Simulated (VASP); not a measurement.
**AgCl: single point with PBE**

Crystal: AgCl.

```
Ag Cl
1.0
    -2.14137    2.14137    3.03158
     2.14137   -2.14137    3.03158
     2.14137    2.14137   -3.03158
Ag Cl
1 1
Direct
  0.25000 0.75000 0.50000
  0.00000 0.00000 0.00000
```

```
Program             : VASP 6.6.1
Task                : single point
Functional          : PBE
Potentials or basis : VASP PAW PBE potentials, release 64 (Ag, Cl)
Cutoff              : 520 eV
k mesh              : 10 × 10 × 10
Occupations         : gaussian, width 0.02 eV
Spin                : no spin polarisation
```

```
Pressure               : -0.1 GPa
Band gap on the k mesh : 1.29 eV
```

Levels at points of the mesh, in eV from the valence-band top:
| k point | band 7 | band 8 | band 9 | band 10 | band 11 | band 12 |
| --- | --- | --- | --- | --- | --- | --- |
| (0.00, 0.00, 0.00) | 0.00 | 0.00 | 0.00 | 1.29 | 8.12 | 8.12 |
| (0.50, 0.00, 0.00) | -1.87 | -0.54 | -0.54 | 3.74 | 6.65 | 8.45 |
| (0.50, 0.50, 0.00) | -1.63 | -1.27 | -1.27 | 4.88 | 5.34 | 8.68 |
| (0.50, 0.50, 0.50) | -1.64 | -1.27 | -1.27 | 4.88 | 5.35 | 8.68 |

Run time: 41 s on 1 thread of AMD EPYC 9R45 96-Core Processor (Zen 5) (shared host), peak memory 0.21 GiB.

A k mesh can miss the band edges.
